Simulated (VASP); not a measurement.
# Cd (P6_3/mmc) in VASP: a series of runs, part 2 of 2

VASP 6.6.1. Earlier steps stand in the parts before.

## 3. Relaxation of cell and atoms, PBE

This run uses another cell than the first one, of 22.31 Å³/atom, 0.973 times its volume.

INCAR

```
PREC = Accurate
ENCUT = 600
EDIFF = 1E-6
ISMEAR = 0
SIGMA = 0.1
LREAL = False
LASPH = True
NELM = 80
ALGO = Fast
ISIF = 3
LWAVE = False
LCHARG = False
GGA = PE
IBRION = 2
NSW = 100
EDIFFG = -0.005
```

KPOINTS

```
regular mesh
0
Gamma
  18 18 8
```

POSCAR

```
Cd
1.0
    2.9584748202      0.0000000000      0.0000000000
   -1.4792374101      2.5621143508      0.0000000000
    0.0000000000      0.0000000000      5.8859279300
Cd
2
Direct
    0.3333333300      0.6666666700      0.2500000000
    0.6666666700      0.3333333300      0.7500000000
```

Potentials or basis: VASP PAW PBE potentials, release 64 (Cd).

Command:

```console
$ cat potpaw_PBE.64/Cd/POTCAR > POTCAR
$ mpirun -np 1 vasp_std > vasp.out
```

OUTCAR:

```text
PREC = Accurate
   ENCUT = 600
   EDIFF = 1E-6
   ISMEAR = 0
   LREAL = False
   LASPH = True
   NELM = 80
   ISIF = 3
   GGA = PE
   IBRION = 2
   NSW = 100
   EDIFFG = -0.005

 ion  position               nearest neighbor table
   1  0.333  0.667  0.250-   2 3.40   2 3.40   2 3.40   2 3.40   2 3.40   2 3.40
   2  0.667  0.333  0.750-   1 3.40   1 3.40   1 3.40   1 3.40   1 3.40   1 3.40

  LATTYP: Found a hexagonal cell.
 ALAT       =     2.9584748202
 C/A-ratio  =     1.9895142895

  Lattice vectors:

 A1 = (   2.9584748202,   0.0000000000,   0.0000000000)
 A2 = (  -1.4792374101,   2.5621143508,   0.0000000000)
 A3 = (   0.0000000000,   0.0000000000,   5.8859279300)

Analysis of symmetry for initial positions (statically):
=====================================================================
 Subroutine PRICEL returns:
 Original cell was already a primitive cell.

 Routine SETGRP: Setting up the symmetry group for a
 hexagonal supercell.

 Subroutine GETGRP returns: Found 24 space group operations
 (whereof 12 operations were pure point group operations)
 out of a pool of 24 trial point group operations.

The static configuration has the point symmetry D_3d.
 The point group associated with its full space group is D_6h.

Analysis of symmetry for dynamics (positions and initial velocities):
=====================================================================
 Subroutine PRICEL returns:
 Original cell was already a primitive cell.

 Routine SETGRP: Setting up the symmetry group for a
 hexagonal supercell.

 Subroutine GETGRP returns: Found 24 space group operations
 (whereof 12 operations were pure point group operations)
 out of a pool of 24 trial point group operations.

The dynamic configuration has the point symmetry D_3d.
 The point group associated with its full space group is D_6h.

 Subroutine INISYM returns: Found 24 space group operations
 (whereof 12 operations are pure point group operations),
 and found     1 'primitive' translations

----------------------------------------------------------------------------------------

                                     Primitive cell

  volume of cell :      44.6150

  direct lattice vectors                    reciprocal lattice vectors
     2.958474820  0.000000000  0.000000000     0.338012003  0.195151321  0.000000000
    -1.479237410  2.562114351  0.000000000     0.000000000  0.390302642  0.000000000
     0.000000000  0.000000000  5.885927930     0.000000000  0.000000000  0.169896746

  length of vectors
     2.958474820  2.958474820  5.885927930     0.390302642  0.390302642  0.169896746

  position of ions in fractional coordinates (direct lattice)
     0.333333330  0.666666670  0.250000000
     0.666666670  0.333333330  0.750000000

  ion indices of the primitive-cell ions
   primitive index   ion index
                 1           1
                 2           2

----------------------------------------------------------------------------------------

[... 62 lines left out ...]
   ICHARG =      2    charge: 1-file 2-atom 10-const
   ISPIN  =      1    spin polarized calculation?
   LNONCOLLINEAR =      F non collinear calculations
   LSORBIT =      F    spin-orbit coupling
   LASPH  =      T    aspherical Exc in radial PAW
   ENCUT  =  600.0 eV  44.10 Ry    6.64 a.u.   5.91  5.91 11.76*2*pi/ulx,y,z
   NELM   =     80;   NELMIN=  2; NELMDL= -5     # of ELM steps
   EDIFF  = 0.1E-05   stopping-criterion for ELM
   LREAL  =      F    real-space projection
   EDIFFG = -.5E-02   stopping-criterion for IOM
   NSW    =    100    number of steps for IOM
   IBRION =      2    ionic relax: 0-MD 1-quasi-New 2-CG
   NFREE  =      1    steps in history (QN), initial steepest desc. (CG)
   ISIF   =      3    stress and relaxation
   ISYM   =      2    0-nonsym 1-usesym 2-fastsym
   POTIM  = 0.5000    time-step for ionic-motion
   TEBEG  =    0.0;   TEEND  =   0.0 temperature during run
   PSTRESS=    0.0 pullay stress
   NELECT =      24.0000    total number of electrons
   NUPDOWN=      -1.0000    fix difference up-down
   EMIN   =  10.00;   EMAX   =-10.00  energy-range for DOS
   EFERMI =   0.00;   METHOD = LEGACY
   ISMEAR =     0;   SIGMA  =   0.10  broadening in eV -4-tet -1-fermi 0-gaus
   EFERMI_NEDOS =   21; number of points for ismear=-14 and -15
   IALGO  =     68    algorithm
   IMIX   =      4    mixing-type and parameters
     AMIX     =   0.40;   BMIX     =  1.00
     AMIX_MAG =   1.60;   BMIX_MAG =  1.00
  volume/ion in A,a.u.               =      22.31       150.54
  Fermi-wavevector in a.u.,A,eV,Ry     =   1.331429  2.516037 24.119105  1.772704
  Thomas-Fermi vector in A             =   2.460441
   LORBIT       =      0    0 simple, 1 ext, 2 COOP (PROOUT), +10 PAW based schemes
   GGA     = PE    functional components
   LHFCALC =     F    Hartree Fock is set to
   AEXX    =    0.0000 exact exchange contribution
   IVDW    =     0    specifies the selected vdW correction
   LEPSILON=     F    determine dielectric tensor
   LRPA    =     F    only Hartree local field effects (RPA)
 conjugate gradient relaxation of ions
 non-spin polarized calculation
 RMM-DIIS sequential band-by-band and
 Gauss-broadening in eV      SIGMA  =   0.10
  energy-cutoff  :      600.00
  volume of cell :       44.62
 maximum number of plane-waves:      1507
 NGX is ok and might be reduce to    24
   NGX = 11   NGY = 11   NGZ = 23

--------------------------------------- Ionic step        1  -------------------------------------------

 number of electron      24.0000002 magnetization

 Free energy of the ion-electron system (eV)
  ---------------------------------------------------
  ext. energy  EPLUGINS =         0.00000000
  ---------------------------------------------------
  free energy    TOTEN  =        -1.47881762 eV

  energy without entropy =       -1.47712254  energy(sigma->0) =       -1.47797008

------------------------ aborting loop because EDIFF is reached ----------------------------------------

  FORCE on cell =-STRESS in cart. coord.  units (eV):
  Direction    XX          YY          ZZ          XY          YZ          ZX
  --------------------------------------------------------------------------------------
  -------------------------------------------------------------------------------------
  Total        0.8415769      0.8415769      0.0965484      0.0000000     -0.0000000      0.0000000
  in kB       30.2219900     30.2219900      3.4671652      0.0000000     -0.0000000      0.0000000
  external PRESSURE =      21.3037151 kB  Pullay stress =       0.0000000 kB
[... 89 lines left out ...]
  FREE ENERGIE OF THE ION-ELECTRON SYSTEM (eV)
  ---------------------------------------------------
  free  energy   TOTEN  =        -1.4932423330 eV

  energy  without entropy=       -1.4908242693  energy(sigma->0) =       -1.49203330

[... ionic steps 4 to 14 ...]

--------------------------------------- Ionic step       15  -------------------------------------------

 number of electron      23.9999993 magnetization

------------------------ aborting loop because EDIFF is reached ----------------------------------------
[... 67 lines left out ...]
--------------------------------------- Ionic step       17  -------------------------------------------

 number of electron      23.9999993 magnetization

 Free energy of the ion-electron system (eV)
  ---------------------------------------------------
  ext. energy  EPLUGINS =         0.00000000
  ---------------------------------------------------
  free energy    TOTEN  =        -1.49409359 eV

  energy without entropy =       -1.49110399  energy(sigma->0) =       -1.49259879

 E-fermi :   2.5870     XC(G=0): -10.6952

 val. band max:        2.5656527745   @ k =   0.3889   0.0556   0.0000
 cond. band min:       2.5975306344   @ k =   0.2222   0.0556   0.1250
 fundamental gap:      0.0318778599
 Fermi energy:         2.5870082349

 k-point     1 :       0.0000    0.0000    0.0000
  band No.  band energies     occupation
      1      -7.1380      2.00000
      2      -6.9375      2.00000
      3      -6.5924      2.00000
      4      -6.5924      2.00000
      5      -6.5533      2.00000
      6      -6.5533      2.00000
[... 433 lines left out ...]
      3      -6.8896      2.00000
      4      -6.5272      2.00000
      5      -6.3702      2.00000
      6      -6.2765      2.00000
[... 8 lines left out ...]
     15       6.5468      0.00000
     16       8.4146      0.00000

 [... further k-points ...]

------------------------ aborting loop because EDIFF is reached ----------------------------------------

  FORCE on cell =-STRESS in cart. coord.  units (eV):
  Direction    XX          YY          ZZ          XY          YZ          ZX
  --------------------------------------------------------------------------------------
  -------------------------------------------------------------------------------------
  Total        0.0095524      0.0095524     -0.0092013      0.0000000      0.0000000      0.0000000
  in kB        0.3327206      0.3327206     -0.3204909      0.0000000      0.0000000      0.0000000
  external PRESSURE =       0.1149835 kB  Pullay stress =       0.0000000 kB
[... 17 lines left out ...]
  FREE ENERGIE OF THE ION-ELECTRON SYSTEM (eV)
  ---------------------------------------------------
  free  energy   TOTEN  =        -1.4940935927 eV

  energy  without entropy=       -1.4911039914  energy(sigma->0) =       -1.49259879

 reached required accuracy - stopping structural energy minimisation
```

OSZICAR:

```text
N       E                     dE             d eps       ncg     rms          rms(c)
DAV:   1     0.179418550912E+03    0.17942E+03   -0.14468E+04  5920   0.168E+03
DAV:   2     0.209252759952E+01   -0.17733E+03   -0.17278E+03  6016   0.390E+02
DAV:   3    -0.157294663635E+01   -0.36655E+01   -0.36612E+01  7504   0.668E+01
[... 117 lines left out ...]
DAV:   1    -0.149414720566E+01   -0.54232E-04   -0.11032E-03  5920   0.427E-01    0.536E-02
RMM:   2    -0.149409982965E+01    0.47376E-04   -0.13321E-04  5920   0.135E-01    0.162E-02
RMM:   3    -0.149409603458E+01    0.37951E-05   -0.84810E-06  5138   0.226E-02    0.131E-02
RMM:   4    -0.149409365539E+01    0.23792E-05   -0.88610E-07  3141   0.930E-03    0.111E-03
RMM:   5    -0.149409359268E+01    0.62709E-07   -0.11481E-07  2984   0.356E-03
  17 F= -.14940936E+01 E0= -.14925988E+01  d E =-.604886E-05
```

Run time: 12 min. Hardware: 1 thread of Oxide Virtual Turin-like, shared host; peak memory 0.25 GiB.

Results:

```
Free energy                            : -1.4941 eV
Relaxed volume                         : 23.00 Å³/atom
Relaxed cell                           : a = 3.020 Å, b = 3.020 Å, c = 5.823 Å, α = 90.00°, β = 90.00°, γ = 120.00°
Space group after relaxing (to 0.05 Å) : P6_3/mmc (No. 194)
Energy gained by relaxing              : 7.6 meV/atom
Ionic steps                            : 17
Pressure after relaxing                : 0.0 GPa
Band gap on the k mesh                 : zero (band 12 reaches 4.12 eV, above the bottom of band 13 at -0.29 eV)
```

The path:
```tsv
step	energy change (eV)	largest force (eV/Å)	pressure (GPa)	volume (Å³)
1	0.0000	0.0000	2.13	44.62
2	-0.0142	0.0000	-0.31	46.55
3	-0.0144	0.0000	-0.20	46.36
4	-0.0144	0.0000	-0.09	46.31
5	-0.0147	0.0000	-0.08	46.21
6	-0.0152	0.0000	0.13	45.92
7	-0.0153	0.0000	-0.03	46.07
8	-0.0153	0.0000	-0.05	46.07
9	-0.0153	0.0000	0.00	46.04
10	-0.0153	0.0000	-0.04	46.05
11	-0.0153	0.0000	-0.03	46.05
12	-0.0153	0.0000	-0.02	46.04
13	-0.0153	0.0000	-0.04	46.01
14	-0.0153	0.0000	0.10	45.90
15	-0.0153	0.0000	0.04	45.97
16	-0.0153	0.0000	0.03	45.98
17	-0.0153	0.0000	0.01	46.00
```

Final structure:
```xyz
2
Lattice="3.0201 0.0000 0.0000 -1.5101 2.6155 0.0000 0.0000 0.0000 5.8233" Properties=species:S:1:pos:R:3 pbc="T T T"
Cd    0.0000    1.7437    1.4558
Cd    1.5101    0.8718    4.3675
```

Levels at points of the mesh, in eV from the Fermi level:
```
           k point  band 10  band 11  band 12  band 13  band 14  band 15
(0.00, 0.00, 0.00)    -8.49    -8.48    -3.34    -2.87     9.58    13.69
(0.50, 0.00, 0.00)    -8.21    -2.16    -1.77     1.71     2.71     2.94
(0.00, 0.00, 0.50)    -8.58    -7.11    -7.11     3.17     3.17    14.64
(0.50, 0.00, 0.50)    -8.22    -1.39    -1.39    -0.05    -0.05     7.53
```
